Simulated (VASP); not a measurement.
Write the native input for VASP 6.6.1 that does the following.

- Task: single point
- Functional: PBE
- Potentials or basis: VASP PAW PBE potentials, release 64 (Ir, O)
- Cutoff: 600 eV
- k mesh: 8 × 8 × 12
- Occupations: gaussian, width 0.1 eV
- Spin: no spin polarisation
- Dipole correction: no
- Further INCAR settings: ALGO = Normal; EDIFF = 1e-06; NBANDS = 30

The structure of IrO2 lies in POSCAR:

```
IrO2
1.0
    4.5288198221      0.0000000000      0.0000000000
    0.0000000000      4.5288198221      0.0000000000
    0.0000000000      0.0000000000      3.1798360807
Ir O
2 4
Direct
    0.0000000000      0.0000000000      0.0000000000
    0.5000000000      0.5000000000      0.5000000000
    0.3084157492      0.3084157492      0.0000000000
    0.1915842508      0.8084157492      0.5000000000
    0.6915842508      0.6915842508      0.0000000000
    0.8084157492      0.1915842508      0.5000000000
```

The input as run:

INCAR

```
PREC = Accurate
ENCUT = 600
EDIFF = 1E-6
ISMEAR = 0
SIGMA = 0.1
LREAL = False
LASPH = True
NELM = 120
ALGO = Normal
ISIF = 2
LWAVE = False
LCHARG = True
GGA = PE
LELF = True
LVHAR = True
NBANDS = 30
GGA_COMPAT = False
```

KPOINTS

```
Automatic mesh
0
Gamma
  8 8 12
```

Potentials or basis: VASP PAW PBE potentials, release 64 (Ir, O).

Run with:

```sh
$ cat potpaw_PBE.64/Ir/POTCAR potpaw_PBE.64/O/POTCAR > POTCAR
$ mpirun -np 1 vasp_std > vasp.out
```

Results of the run:

```yaml
Pressure: 2.1 GPa
Largest_force: 0.005 eV/Å
Band_gap_on_the_k_mesh: zero (bands 21 and 22 overlap by 1.30 eV)
```

Caveat: spin-orbit coupling is left out, which moves the levels of the heavy elements.

Run time: 4.9 min on 1 thread of Intel Xeon 8259CL, on a shared host, peak memory 0.33 GiB.
